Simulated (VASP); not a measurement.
# Al in VASP: single point with r2SCAN+rVV10

Aim: the single point of Al with r2SCAN+rVV10.

All numbers are computed with VASP 6.6.1; they aren't measurements. Logs are shortened: lines on timing, memory, paths and dates and some standing lists are left out, and cuts for length are marked.

## 1. The cell of the first run

The cell holds a slab with vacuum, 4 atoms: a = 2.933 Å, b = 2.933 Å, c = 29.577 Å, α = 90.00°, β = 90.00°, γ = 120.00°.

## 2. Single point, r2SCAN+rVV10

POSCAR reads:

```
Al
1.0
    2.9333614049      0.0000000000      0.0000000000
   -1.4666807025      2.5403654951      0.0000000000
    0.0000000000      0.0000000000     29.5774809653
Al
4
Direct
    0.6666666667      0.3333333333      0.5709434341
    0.3333333333      0.6666666667      0.6468819421
    0.0000000000      0.0000000000      0.7206513940
    0.6666666667      0.3333333333      0.7957954324
```

INCAR.step1 reads:

```
PREC = Accurate ; ENCUT = 440
ISMEAR = 1 ; SIGMA = 0.1
LREAL = False ; LASPH = True
NELM = 120 ; LDIPOL = True
IDIPOL = 3 ; DIPOL = 0.5 0.5 0.684
NBANDS = 14 ; GGA = PE
ALGO = Normal ; EDIFF = 1E-5
LWAVE = True ; LCHARG = False
GGA_COMPAT = False ; NELMDL = -8
```

INCAR.step2 reads:

```
PREC = Accurate ; ENCUT = 440
EDIFF = 1E-6 ; ISMEAR = 1
SIGMA = 0.1 ; LREAL = False
LASPH = True ; NELM = 120
ALGO = Normal ; ISIF = 2
LWAVE = False ; LCHARG = False
LDIPOL = True ; IDIPOL = 3
DIPOL = 0.5 0.5 0.684 ; METAGGA = R2SCAN
LMIXTAU = True ; LUSE_VDW = True
IVDW_NL = 2 ; BPARAM = 11.95
CPARAM = 0.0093 ; NBANDS = 14
ISTART = 1 ; GGA_COMPAT = False
```

KPOINTS reads:

```
Automatic mesh
0
Gamma
  15 15 1
```

Potentials or basis: VASP PAW PBE potentials, release 64 (Al).

On the command line:

```bash
> cat potpaw_PBE.64/Al/POTCAR > POTCAR
> cp INCAR.step1 INCAR
> mpirun -np 1 vasp_std > vasp.out
> cp INCAR.step2 INCAR
> mpirun -np 1 vasp_std > vasp.out
```

OUTCAR:

```text
PREC = Accurate
   ENCUT = 440
   EDIFF = 1E-6
   ISMEAR = 1
   LREAL = False
   LASPH = True
   NELM = 120
   ISIF = 2
   METAGGA = R2SCAN
   IVDW_NL = 2
   BPARAM = 11.95
   ISTART = 1

 ion  position               nearest neighbor table
   1  0.667  0.333  0.571-   2 2.81   2 2.81   2 2.81
   2  0.333  0.667  0.647-   3 2.76   3 2.76   3 2.76   1 2.81   1 2.81   1 2.81
   3  0.000  0.000  0.721-   2 2.76   2 2.76   2 2.76   4 2.79   4 2.79   4 2.79
   4  0.667  0.333  0.796-   3 2.79   3 2.79   3 2.79

  LATTYP: Found a hexagonal cell.
 ALAT       =     2.9333614049
 C/A-ratio  =    10.0831356531

  Lattice vectors:

 A1 = (   2.9333614049,   0.0000000000,   0.0000000000)
 A2 = (  -1.4666807025,   2.5403654951,   0.0000000000)
 A3 = (   0.0000000000,   0.0000000000,  29.5774809653)

Analysis of symmetry for initial positions (statically):
=====================================================================
 Subroutine PRICEL returns:
 Original cell was already a primitive cell.

 Routine SETGRP: Setting up the symmetry group for a
 hexagonal supercell.

 Subroutine GETGRP returns: Found  6 space group operations
 (whereof  6 operations were pure point group operations)
 out of a pool of 24 trial point group operations.

The static configuration has the point symmetry C_3v.

Analysis of symmetry for dynamics (positions and initial velocities):
=====================================================================
 Subroutine PRICEL returns:
 Original cell was already a primitive cell.

 Routine SETGRP: Setting up the symmetry group for a
 hexagonal supercell.

 Subroutine GETGRP returns: Found  6 space group operations
 (whereof  6 operations were pure point group operations)
 out of a pool of 24 trial point group operations.

The dynamic configuration has the point symmetry C_3v.

 Subroutine INISYM returns: Found  6 space group operations
 (whereof  6 operations are pure point group operations),
 and found     1 'primitive' translations

----------------------------------------------------------------------------------------

                                     Primitive cell

  volume of cell :     220.4058

  direct lattice vectors                    reciprocal lattice vectors
     2.933361405  0.000000000  0.000000000     0.340905828  0.196822072  0.000000000
    -1.466680702  2.540365495  0.000000000     0.000000000  0.393644144  0.000000000
     0.000000000  0.000000000 29.577480965     0.000000000  0.000000000  0.033809505

  length of vectors
     2.933361405  2.933361405 29.577480965     0.393644144  0.393644144  0.033809505

  position of ions in fractional coordinates (direct lattice)
     0.666666667  0.333333333  0.570943434
     0.333333333  0.666666667  0.646881942
     0.000000000  0.000000000  0.720651394
     0.666666667  0.333333333  0.795795432

  ion indices of the primitive-cell ions
   primitive index   ion index
                 1           1
                 2           2
                 3           3
                 4           4

----------------------------------------------------------------------------------------

 KPOINTS: Automatic mesh

Automatic generation of k-mesh.
 Grid dimensions read from file:
 generate k-points for:   15   15    1

 Generating k-lattice:

  Cartesian coordinates                     Fractional coordinates (reciprocal lattice)
     0.022727055  0.013121471  0.000000000     0.066666667  0.000000000  0.000000000
     0.000000000  0.026242943  0.000000000     0.000000000  0.066666667  0.000000000
     0.000000000  0.000000000  0.033809505     0.000000000  0.000000000  1.000000000

  Length of vectors
     0.026242943  0.026242943  0.033809505

  Shift w.r.t. Gamma in fractional coordinates (k-lattice)
     0.000000000  0.000000000  0.000000000

 Subroutine IBZKPT returns following result:
 ===========================================

 Found     27 irreducible k-points:

 Following reciprocal coordinates:
            Coordinates               Weight
  0.000000  0.000000  0.000000      1.000000
  0.066667 -0.000000  0.000000      6.000000
  0.133333 -0.000000  0.000000      6.000000
  0.200000 -0.000000  0.000000      6.000000
  0.266667 -0.000000  0.000000      6.000000
  0.333333 -0.000000  0.000000      6.000000
[... 16 lines left out ...]
  0.333333  0.200000  0.000000     12.000000
  0.400000  0.200000  0.000000      6.000000
 [... further k-points ...]
   k-points           NKPTS =     27   k-points in BZ     NKDIM =     27   number of bands    NBANDS=     14
   number of dos      NEDOS =    301   number of ions     NIONS =      4
   total plane-waves  NPLWV =  84000
   dimension x,y,z NGX =    20 NGY =   20 NGZ =  210
   dimension x,y,z NGXF=    40 NGYF=   40 NGZF=  420
   ions per type =               4
   NGX,Y,Z   is equivalent  to a cutoff of  11.33, 11.33, 11.80 a.u.
   NGXF,Y,Z  is equivalent  to a cutoff of  22.67, 22.67, 23.61 a.u.
 SYSTEM =  unknown system
   PREC   = accura    normal or accurate (medium, high low for compatibility)
   ISTART =      1    job   : 0-new  1-cont  2-samecut
   ICHARG =      0    charge: 1-file 2-atom 10-const
   ISPIN  =      1    spin polarized calculation?
   LNONCOLLINEAR =      F non collinear calculations
   LSORBIT =      F    spin-orbit coupling
   LASPH  =      T    aspherical Exc in radial PAW
   ENCUT  =  440.0 eV  32.34 Ry    5.69 a.u.   5.02  5.02 50.59*2*pi/ulx,y,z
   NELM   =    120;   NELMIN=  2; NELMDL=  0     # of ELM steps
   EDIFF  = 0.1E-05   stopping-criterion for ELM
   LREAL  =      F    real-space projection
[... 7 lines left out ...]
   TEBEG  =    0.0;   TEEND  =   0.0 temperature during run
   PSTRESS=    0.0 pullay stress
   NELECT =      12.0000    total number of electrons
   NUPDOWN=      -1.0000    fix difference up-down
   EMIN   =  10.00;   EMAX   =-10.00  energy-range for DOS
   EFERMI =   0.00;   METHOD = LEGACY
   ISMEAR =     1;   SIGMA  =   0.10  broadening in eV -4-tet -1-fermi 0-gaus
   EFERMI_NEDOS =   21; number of points for ismear=-14 and -15
   IALGO  =     38    algorithm
   IMIX   =      4    mixing-type and parameters
     AMIX     =   0.40;   BMIX     =  1.00
     AMIX_MAG =   1.60;   BMIX_MAG =  1.00
  volume/ion in A,a.u.               =      55.10       371.84
  Fermi-wavevector in a.u.,A,eV,Ry     =   0.620480  1.172537  5.238176  0.384995
  Thomas-Fermi vector in A             =   1.679646
   LORBIT       =      0    0 simple, 1 ext, 2 COOP (PROOUT), +10 PAW based schemes
   METAGGA = R2SCAN    functional components
   LHFCALC =     F    Hartree Fock is set to
   AEXX    =    0.0000 exact exchange contribution
   IVDW_NL    =     2    kernel type
   BPARAM     =11.9500
   IVDW    =     0    specifies the selected vdW correction
   LEPSILON=     F    determine dielectric tensor
   LRPA    =     F    only Hartree local field effects (RPA)
 non-spin polarized calculation
 Methfessel and Paxton  Order N= 1 SIGMA  =   0.10
  energy-cutoff  :      440.00
  volume of cell :      220.41
 maximum number of plane-waves:      4673
 NGX is ok and might be reduce to    20
   NGX =  9   NGY =  9   NGZ =101

 dipolmoment           0.000000      0.000000     -0.000042 electrons x Angstroem

 number of electron      12.0000000 magnetization

 dipolmoment           0.000000      0.000000      0.000494 electrons x Angstroem

 Free energy of the ion-electron system (eV)
  ---------------------------------------------------
  ext. energy  EPLUGINS =         0.00000000
  ---------------------------------------------------
  free energy    TOTEN  =       -25.53689878 eV

  energy without entropy =      -25.53797325  energy(sigma->0) =      -25.53725694

 E-fermi :  -0.3767     XC(G=0):  -3.8413

 val. band max:       -0.3789959940   @ k =   0.3333   0.0667   0.0000
 cond. band min:      -0.3710653857   @ k =   0.2667   0.2667   0.0000
 fundamental gap:      0.0079306084
 Fermi energy:        -0.3766875027

 k-point     1 :       0.0000    0.0000    0.0000
  band No.  band energies     occupation
      1     -11.8478      2.00000
      2     -10.5557      2.00000
      3      -8.6901      2.00000
      4      -6.0021      2.00000
      5      -3.6211      2.00000
      6      -0.1998     -0.03130
      7       2.3965      0.00000
      8       3.5668      0.00000
      9       3.7990      0.00000
     10       4.4898      0.00000
     11       4.5418      0.00000
     12       5.8569      0.00000
     13       5.9958      0.00000
     14       7.8132      0.00000

 k-point     2 :       0.0667   -0.0000    0.0000
  band No.  band energies     occupation
      1     -11.7396      2.00000
      2     -10.4481      2.00000
      3      -8.5836      2.00000
      4      -5.8958      2.00000
      5      -3.5192      2.00000
      6      -0.1004     -0.00066
      7       2.4941      0.00000
      8       3.6681      0.00000
      9       3.9017      0.00000
     10       4.5884      0.00000
     11       4.6429      0.00000
     12       5.9519      0.00000
     13       6.0889      0.00000
     14       7.8096      0.00000
[... 343 lines left out ...]
      1      -6.6405      2.00000
      2      -5.3856      2.00000
      3      -3.6527      2.00000
      4      -3.5365      2.00000
      5      -2.2985      2.00000
      6      -1.0015      2.00000
      7      -0.5474      2.03644
      8      -0.2755     -0.05269
      9       0.9099     -0.00000
     10       1.4724     -0.00000
     11       2.3222      0.00000
     12       2.8603      0.00000
     13       4.4738      0.00000
     14       4.9640      0.00000

 k-point    24 :       0.4000    0.2000    0.0000
  band No.  band energies     occupation
      1      -5.2252      2.00000
      2      -5.1549      2.00000
      3      -3.9929      2.00000
      4      -3.9404      2.00000
      5      -2.4134      2.00000
      6      -1.7491      2.00000
      7      -0.7198      2.00001
      8       0.0665     -0.00000
      9       0.9694     -0.00000
     10       1.2305     -0.00000
     11       2.5271      0.00000
     12       2.7651      0.00000
     13       3.1450      0.00000
     14       5.1764      0.00000

 [... further k-points ...]

------------------------ aborting loop because EDIFF is reached ----------------------------------------

 vacuum level on the upper side and lower side of the slab       (xc-potential included)         0.036         0.029

  FORCE on cell =-STRESS in cart. coord.  units (eV):
  Direction    XX          YY          ZZ          XY          YZ          ZX
  --------------------------------------------------------------------------------------
  -------------------------------------------------------------------------------------
  Total       -3.4861298     -3.4861298      0.3840790      0.0000000      0.0000000     -0.0000000
  in kB      -25.3414332    -25.3414332      2.7919537      0.0000000      0.0000000     -0.0000000
  external PRESSURE =     -15.9636375 kB  Pullay stress =       0.0000000 kB

 VOLUME and BASIS-vectors are now :
 -----------------------------------------------------------------------------
  energy-cutoff  :      440.00
  volume of cell :      220.41
      direct lattice vectors                 reciprocal lattice vectors
     2.933361405  0.000000000  0.000000000     0.340905828  0.196822072  0.000000000
    -1.466680702  2.540365495  0.000000000     0.000000000  0.393644144  0.000000000
     0.000000000  0.000000000 29.577480965     0.000000000  0.000000000  0.033809505

 POSITION                                       TOTAL-FORCE (eV/Angst)
 -----------------------------------------------------------------------------------
      1.46668      0.84679     16.88707        -0.000000      0.000000      0.011654
     -0.00000      1.69358     19.13314         0.000000     -0.000000     -0.129592
      0.00000      0.00000     21.31505         0.000000     -0.000000      0.045102
      1.46668      0.84679     23.53762        -0.000000      0.000000      0.072837
 -----------------------------------------------------------------------------------
    total drift:                                0.000005     -0.000001     -0.000742

  FREE ENERGIE OF THE ION-ELECTRON SYSTEM (eV)
  ---------------------------------------------------
  free  energy   TOTEN  =       -25.5368987808 eV

  energy  without entropy=      -25.5379732454  energy(sigma->0) =      -25.53725694

 vacuum level on the upper side and lower side of the slab         3.700         3.701
```

It took 20 min on 1 thread of Intel Xeon 8259CL, shared host; peak memory 0.61 GiB.

Results:

```yaml
Free_energy: -25.5369 eV
Largest_force: 0.130 eV/Å
Band_gap_on_the_k_mesh: zero (bands 6 and 7 overlap by 2.07 eV)
```

Forces on the atoms (eV/Å):
```
Al   0.000  0.000  0.012
Al   0.000  0.000 -0.130
Al   0.000  0.000  0.045
Al   0.000  0.000  0.073
```

Caveat: the PAW data sets were made with another functional, which shifts forces and pressure a little.
